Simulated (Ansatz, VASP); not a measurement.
**Ge: VASP beside Ansatz**

INCAR

```
SYSTEM = Ge
PREC = Accurate
ENCUT = 520
EDIFF = 1E-7
ISMEAR = 0
SIGMA = 0.1
LREAL = .False.
LASPH = .True.
NELM = 80
ALGO = Normal
ISIF = 2
LWAVE = .False.
LCHARG = .True.
LDIPOL = .True.
IDIPOL = 3
DIPOL = 0.5 0.5 0.500
GGA = CA
LELF = .True.
LVHAR = .True.
LVACPOTAV = .True.
NBANDS = 21
```

KPOINTS

```
Automatic mesh
0
Gamma
  12 12 1
  0 0 0
```

The input POSCAR:

```
Ge
1.0
    4.1490000000      0.0000000000      0.0000000000
   -2.0745000000      3.5931394003      0.0000000000
    0.0000000000      0.0000000000     28.0000000000
Ge
2
Direct
    0.3333333333      0.6666666667      0.5025535714
    0.6666666667      0.3333333333      0.4974464286
```

Input for Ansatz:

```yaml
crystal:
  lattice:
    - [4.149, 0.0, 0.0]
    - [-2.0745, 3.5931394003, 0.0]
    - [0.0, 0.0, 28.0]
  atoms:
    - { symbol: Ge, position: [0.3333333333, 0.6666666667, 0.5025535714] }
    - { symbol: Ge, position: [0.6666666667, 0.3333333333, 0.4974464286] }
  periodic: [true, true, false]
basis:
  ecutwfc: 420
kpoints:
  mp_grid: { grid: [12, 12, 1] }
hamiltonian:
  xc: lda
  pseudopotentials: { kind: paw, azcp: { folder: soft_1 } }
scf:
  occupations: { method: gaussian, width: 0.1 }
output:
  forces: true
  stress: true
  eigenvalues: true
```

Alike in both runs: task single point; functional LDA; k mesh 12 × 12 × 1; occupations gaussian, width 0.1 eV; no spin polarisation.

```csv
,VASP,Ansatz
version,VASP 6.6.1,Ansatz 0.2.0
potentials or method,"VASP PAW LDA potentials, release 64 (Ge_d), cutoff 520 eV","scalar-relativistic, plane waves, PAW"
valence electrons in the cell,28,28
```

```tsv
	VASP	Ansatz	Ansatz less VASP
gap on the k mesh at the Fermi level (eV)	none	none	-
rms of the force components (eV/Å)	0.153	0.154	+0.0010
work function, face that differs most (eV)	5.09	5.08	-0.006
```

Ansatz warns that its potentials were made for another functional, while VASP's fit it. LDA's correlation is that of Perdew and Zunger in VASP and of Perdew and Wang (1992) in Ansatz. Atom by atom the forces differ by 0.001 eV/Å (rms over components). A gap of «none» marks a metal or a gap that the smearing closes.
